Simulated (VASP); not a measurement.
# KBr (P4mm) in VASP: single point with PBE

Aim: the single point of KBr with PBE.

Program: VASP 6.6.1. These are calculated values, not measurements. Logs are shortened: lines on timing, memory, paths and dates and some standing lists are left out, and cuts for length are marked.

## 1. The cell of the first run

Symmetry: P4mm, No. 99, tetragonal system. Conventional cell: a = 4.043 Å, b = 4.043 Å, c = 4.043 Å, α = 90.00°, β = 90.00°, γ = 90.00°. K (site symmetry 4mm) has 8 Br at 3.40 to 3.61 Å and 6 K at 4.04 Å within 4.5 Å. Within 4.5 Å of Br (site symmetry 4mm) lie 8 K at 3.40 to 3.61 Å and 6 Br at 4.04 Å.

## 2. Single point, PBE, collinear spin

INCAR reads:

```
SYSTEM = KBr
PREC = Accurate
ENCUT = 500
EDIFF = 1E-6
ISMEAR = 0
SIGMA = 0.05
LREAL = .FALSE.
LASPH = .TRUE.
NELM = 200
ALGO = Normal
ISIF = 2
LWAVE = .FALSE.
LCHARG = .TRUE.
ISPIN = 2
MAGMOM = 2 -4
LORBIT = 11
GGA = PE
LELF = .TRUE.
LVHAR = .TRUE.
NBANDS = 19
GGA_COMPAT = .FALSE.
```

KPOINTS reads:

```
regular mesh
0
G
  6 6 6
  0 0 0
```

POSCAR reads:

```
KBr
1.0
    4.0434990000      0.0000000000      0.0000000000
    0.0000000000      4.0434990000      0.0000000000
    0.0000000000      0.0000000000      4.0434990000
K Br
1 1
Direct
   -0.0463707299      0.0000000000      0.0000000000
    0.5000000000      0.5000000000      0.5000000000
```

Potentials or basis: VASP PAW PBE potentials, release 64 (K_sv, Br).

Launch:

```
cat potpaw_PBE.64/K_sv/POTCAR potpaw_PBE.64/Br/POTCAR > POTCAR
mpirun -np 1 vasp_std > vasp.out
```

OUTCAR:

```text
SYSTEM = KBr
   PREC = Accurate
   ENCUT = 500
   EDIFF = 1E-6
   ISMEAR = 0
   LREAL = .FALSE.
   LASPH = .TRUE.
   NELM = 200
   ISIF = 2
   ISPIN = 2
   LORBIT = 11
   GGA = PE

 ion  position               nearest neighbor table
   1  0.954  0.000  0.000-
   2  0.500  0.500  0.500-

  LATTYP: Found a simple cubic cell.
 ALAT       =     4.0434990000

  Lattice vectors:

 A1 = (   4.0434990000,   0.0000000000,   0.0000000000)
 A2 = (   0.0000000000,   4.0434990000,   0.0000000000)
 A3 = (   0.0000000000,   0.0000000000,   4.0434990000)

Analysis of symmetry for initial positions (statically):
=====================================================================
 Subroutine PRICEL returns:
 Original cell was already a primitive cell.

 Routine SETGRP: Setting up the symmetry group for a
 simple cubic supercell.

 Subroutine GETGRP returns: Found  8 space group operations
 (whereof  8 operations were pure point group operations)
 out of a pool of 48 trial point group operations.

The static configuration has the point symmetry C_4v.

Analysis of symmetry for dynamics (positions and initial velocities):
=====================================================================
 Subroutine PRICEL returns:
 Original cell was already a primitive cell.

 Routine SETGRP: Setting up the symmetry group for a
 simple cubic supercell.

 Subroutine GETGRP returns: Found  8 space group operations
 (whereof  8 operations were pure point group operations)
 out of a pool of 48 trial point group operations.

The dynamic configuration has the point symmetry C_4v.

Analysis of structural, dynamic, and magnetic symmetry:
=====================================================================
 Subroutine PRICEL returns:
 Original cell was already a primitive cell.

 Routine SETGRP: Setting up the symmetry group for a
 simple cubic supercell.

 Subroutine GETGRP returns: Found  8 space group operations
 (whereof  8 operations were pure point group operations)
 out of a pool of 48 trial point group operations.

The overall configuration has the point symmetry C_4v.

 Subroutine INISYM returns: Found  8 space group operations
 (whereof  8 operations are pure point group operations),
 and found     1 'primitive' translations

----------------------------------------------------------------------------------------

                                     Primitive cell

  volume of cell :      66.1107

  direct lattice vectors                    reciprocal lattice vectors
     4.043499000  0.000000000  0.000000000     0.247310559  0.000000000  0.000000000
     0.000000000  4.043499000  0.000000000     0.000000000  0.247310559  0.000000000
     0.000000000  0.000000000  4.043499000     0.000000000  0.000000000  0.247310559

  length of vectors
     4.043499000  4.043499000  4.043499000     0.247310559  0.247310559  0.247310559

  position of ions in fractional coordinates (direct lattice)
     0.953629270  0.000000000  0.000000000
     0.500000000  0.500000000  0.500000000

  ion indices of the primitive-cell ions
   primitive index   ion index
                 1           1
                 2           2

----------------------------------------------------------------------------------------

 KPOINTS: regular mesh

Automatic generation of k-mesh.
 Grid dimensions read from file:
 generate k-points for:    6    6    6

 Generating k-lattice:

  Cartesian coordinates                     Fractional coordinates (reciprocal lattice)
     0.041218427  0.000000000  0.000000000     0.166666667  0.000000000  0.000000000
     0.000000000  0.041218427  0.000000000     0.000000000  0.166666667  0.000000000
     0.000000000  0.000000000  0.041218427     0.000000000  0.000000000  0.166666667

  Length of vectors
     0.041218427  0.041218427  0.041218427

  Shift w.r.t. Gamma in fractional coordinates (k-lattice)
     0.000000000  0.000000000  0.000000000

 Subroutine IBZKPT returns following result:
 ===========================================

 Found     40 irreducible k-points:

 Following reciprocal coordinates:
            Coordinates               Weight
  0.000000  0.000000  0.000000      1.000000
  0.166667  0.000000  0.000000      2.000000
  0.000000  0.166667  0.000000      4.000000
  0.333333  0.000000  0.000000      2.000000
  0.000000  0.333333  0.000000      4.000000
  0.500000  0.000000  0.000000      1.000000
[... 16 lines left out ...]
  0.166667  0.166667  0.166667      8.000000
  0.333333  0.166667  0.166667      8.000000
 [... further k-points ...]
   k-points           NKPTS =     40   k-points in BZ     NKDIM =     40   number of bands    NBANDS=     19
   number of dos      NEDOS =    301   number of ions     NIONS =      2
   total plane-waves  NPLWV =  27000
   dimension x,y,z NGX =    30 NGY =   30 NGZ =   30
   dimension x,y,z NGXF=    60 NGYF=   60 NGZF=   60
   ions per type =               1   1
   NGX,Y,Z   is equivalent  to a cutoff of  12.33, 12.33, 12.33 a.u.
   NGXF,Y,Z  is equivalent  to a cutoff of  24.67, 24.67, 24.67 a.u.
 SYSTEM =  KBr
   PREC   = accura    normal or accurate (medium, high low for compatibility)
   ISTART =      0    job   : 0-new  1-cont  2-samecut
   ICHARG =      2    charge: 1-file 2-atom 10-const
   ISPIN  =      2    spin polarized calculation?
   LNONCOLLINEAR =      F non collinear calculations
   LSORBIT =      F    spin-orbit coupling
   LASPH  =      T    aspherical Exc in radial PAW
   ENCUT  =  500.0 eV  36.75 Ry    6.06 a.u.   7.37  7.37  7.37*2*pi/ulx,y,z
   NELM   =    200;   NELMIN=  2; NELMDL= -5     # of ELM steps
   EDIFF  = 0.1E-05   stopping-criterion for ELM
   LREAL  =      F    real-space projection
   EDIFFG = 0.1E-04   stopping-criterion for IOM
   NSW    =      0    number of steps for IOM
   IBRION =     -1    ionic relax: 0-MD 1-quasi-New 2-CG
   NFREE  =      0    steps in history (QN), initial steepest desc. (CG)
   ISIF   =      2    stress and relaxation
   ISYM   =      2    0-nonsym 1-usesym 2-fastsym
   POTIM  = 0.5000    time-step for ionic-motion
   TEBEG  =    0.0;   TEEND  =   0.0 temperature during run
   PSTRESS=    0.0 pullay stress
   NELECT =      16.0000    total number of electrons
   NUPDOWN=      -1.0000    fix difference up-down
   EMIN   =  10.00;   EMAX   =-10.00  energy-range for DOS
   EFERMI =   0.00;   METHOD = LEGACY
   ISMEAR =     0;   SIGMA  =   0.05  broadening in eV -4-tet -1-fermi 0-gaus
   EFERMI_NEDOS =   21; number of points for ismear=-14 and -15
   IALGO  =     38    algorithm
   IMIX   =      4    mixing-type and parameters
     AMIX     =   0.40;   BMIX     =  1.00
     AMIX_MAG =   1.60;   BMIX_MAG =  1.00
  volume/ion in A,a.u.               =      33.06       223.07
  Fermi-wavevector in a.u.,A,eV,Ry     =   1.020213  1.927923 14.161412  1.040834
  Thomas-Fermi vector in A             =   2.153770
   LORBIT       =     11    0 simple, 1 ext, 2 COOP (PROOUT), +10 PAW based schemes
   GGA     = PE    functional components
   LHFCALC =     F    Hartree Fock is set to
   AEXX    =    0.0000 exact exchange contribution
   IVDW    =     0    specifies the selected vdW correction
   LEPSILON=     F    determine dielectric tensor
   LRPA    =     F    only Hartree local field effects (RPA)
 spin polarized calculation
 Gauss-broadening in eV      SIGMA  =   0.05
  energy-cutoff  :      500.00
  volume of cell :       66.11
 maximum number of plane-waves:      1743
 NGX is ok and might be reduce to    30
   NGX = 15   NGY = 15   NGZ = 15

 number of electron      15.9999998 magnetization      -0.0000033

 number of electron      15.9999998 magnetization       0.0000125

 Free energy of the ion-electron system (eV)
  ---------------------------------------------------
  ext. energy  EPLUGINS =         0.00000000
  ---------------------------------------------------
  free energy    TOTEN  =        -6.06843900 eV

  energy without entropy =       -6.06843900  energy(sigma->0) =       -6.06843900

 E-fermi :  -0.5692     XC(G=0):  -7.8186

 val. band max:       -0.7693070368   @ k =   0.0000   0.5000   0.5000
 cond. band min:       3.1034282113   @ k =   0.0000   0.0000   0.0000
 fundamental gap:      3.8727352481
 Fermi energy:        -0.5691823959

 spin component 1

 k-point     1 :       0.0000    0.0000    0.0000
  band No.  band energies     occupation
      1     -29.4183      1.00000
      2     -13.5534      1.00000
      3     -12.8434      1.00000
      4     -12.8434      1.00000
      5     -12.8354      1.00000
      6      -1.0345      1.00000
[... 11 lines left out ...]
     18      13.5581      0.00000
     19      13.8854      0.00000
[... 485 lines left out ...]
 k-point    24 :       0.3333    0.1667    0.1667
  band No.  band energies     occupation
      1     -29.4060      1.00000
      2     -13.5837      1.00000
      3     -12.8909      1.00000
      4     -12.8623      1.00000
      5     -12.7090      1.00000
      6      -2.1814      1.00000
[... 11 lines left out ...]
     18      11.8985      0.00000
     19      13.2868      0.00000

 [... further k-points ...]

 spin component 2

 k-point     1 :       0.0000    0.0000    0.0000
  band No.  band energies     occupation
      1     -29.4183      1.00000
      2     -13.5534      1.00000
      3     -12.8434      1.00000
      4     -12.8434      1.00000
      5     -12.8354      1.00000
      6      -1.0345      1.00000
[... 11 lines left out ...]
     18      13.5581      0.00000
     19      13.8854      0.00000
[... 485 lines left out ...]
 k-point    24 :       0.3333    0.1667    0.1667
  band No.  band energies     occupation
      1     -29.4060      1.00000
      2     -13.5837      1.00000
      3     -12.8909      1.00000
      4     -12.8623      1.00000
      5     -12.7090      1.00000
      6      -2.1813      1.00000
[... 11 lines left out ...]
     18      11.8985      0.00000
     19      13.2869      0.00000

 [... further k-points ...]

------------------------ aborting loop because EDIFF is reached ----------------------------------------

  FORCE on cell =-STRESS in cart. coord.  units (eV):
  Direction    XX          YY          ZZ          XY          YZ          ZX
  --------------------------------------------------------------------------------------
  -------------------------------------------------------------------------------------
  Total        0.0450521      0.0595042      0.0595042     -0.0000000      0.0000000      0.0000000
  in kB        1.0918264      1.4420702      1.4420702     -0.0000000      0.0000000      0.0000000
  external PRESSURE =       1.3253223 kB  Pullay stress =       0.0000000 kB

 VOLUME and BASIS-vectors are now :
 -----------------------------------------------------------------------------
  energy-cutoff  :      500.00
  volume of cell :       66.11
      direct lattice vectors                 reciprocal lattice vectors
     4.043499000  0.000000000  0.000000000     0.247310559  0.000000000  0.000000000
     0.000000000  4.043499000  0.000000000     0.000000000  0.247310559  0.000000000
     0.000000000  0.000000000  4.043499000     0.000000000  0.000000000  0.247310559

 POSITION                                       TOTAL-FORCE (eV/Angst)
 -----------------------------------------------------------------------------------
      3.85600      0.00000      0.00000         0.104644      0.000000     -0.000000
      2.02175      2.02175      2.02175        -0.104644     -0.000000      0.000000
 -----------------------------------------------------------------------------------
    total drift:                               -0.000300     -0.000000      0.000000

  FREE ENERGIE OF THE ION-ELECTRON SYSTEM (eV)
  ---------------------------------------------------
  free  energy   TOTEN  =        -6.0684389957 eV

  energy  without entropy=       -6.0684389957  energy(sigma->0) =       -6.06843900

 total charge

# of ion       s       p       d       tot
------------------------------------------
    1        1.955   5.575   0.021   7.552
    2        1.601   3.288   0.002   4.891
--------------------------------------------------
tot          3.557   8.863   0.023  12.443

 magnetization (x)

# of ion       s       p       d       tot
------------------------------------------
    1       -0.000  -0.000   0.000  -0.000
    2       -0.000  -0.000  -0.000  -0.000
--------------------------------------------------
tot         -0.000  -0.000   0.000  -0.000
```

Run time: 2 min. Hardware: 1 thread of AMD EPYC 7R43 (Zen 3), shared host; peak memory 0.19 GiB.

What came out:

| Quantity | Value |
| --- | --- |
| Free energy | -6.0684 eV |
| Pressure | 0.1 GPa |
| Largest force | 0.105 eV/Å |
| Band gap on the k mesh | 3.87 eV (least direct gap 4.13 eV) |
| Net moment | 0.00 μB per cell |
| Valence electrons inside the program's atomic spheres | K 7.55; Br 4.89 |

Forces in eV/Å, atoms in the order of the input:
```
K    0.105  0.000  0.000
Br  -0.105  0.000  0.000
```

Levels at points of the mesh, in eV from the valence-band top:
Spin up:
```
           k point  band 5  band 6  band 7  band 8  band 9  band 10  band 11  band 12
(0.00, 0.00, 0.00)  -12.07   -0.27   -0.26   -0.26    3.87     5.85     5.93     9.64
(0.50, 0.00, 0.00)  -11.88   -1.93   -0.23   -0.23    6.50     7.13     7.68     9.00
(0.00, 0.50, 0.00)  -11.86   -1.94   -0.24   -0.22    6.48     7.15     7.63     8.67
(0.50, 0.50, 0.00)  -12.04   -1.38   -1.37   -0.01    5.24     6.51     8.06     8.09
(0.00, 0.50, 0.50)  -12.04   -1.38   -1.38    0.00    5.25     6.56     8.07     8.07
(0.50, 0.50, 0.50)  -12.18   -1.41   -1.41   -1.41    7.35     7.35     7.43     9.43
```
Spin down:
| k point | band 5 | band 6 | band 7 | band 8 | band 9 | band 10 | band 11 | band 12 |
| --- | --- | --- | --- | --- | --- | --- | --- | --- |
| (0.00, 0.00, 0.00) | -12.07 | -0.27 | -0.26 | -0.26 | 3.87 | 5.85 | 5.93 | 9.64 |
| (0.50, 0.00, 0.00) | -11.88 | -1.93 | -0.23 | -0.23 | 6.50 | 7.13 | 7.68 | 9.00 |
| (0.00, 0.50, 0.00) | -11.86 | -1.94 | -0.24 | -0.22 | 6.48 | 7.15 | 7.63 | 8.67 |
| (0.50, 0.50, 0.00) | -12.04 | -1.38 | -1.37 | -0.01 | 5.24 | 6.51 | 8.06 | 8.09 |
| (0.00, 0.50, 0.50) | -12.04 | -1.38 | -1.38 | 0.00 | 5.25 | 6.56 | 8.07 | 8.07 |
| (0.50, 0.50, 0.50) | -12.18 | -1.41 | -1.41 | -1.41 | 7.35 | 7.35 | 7.43 | 9.43 |
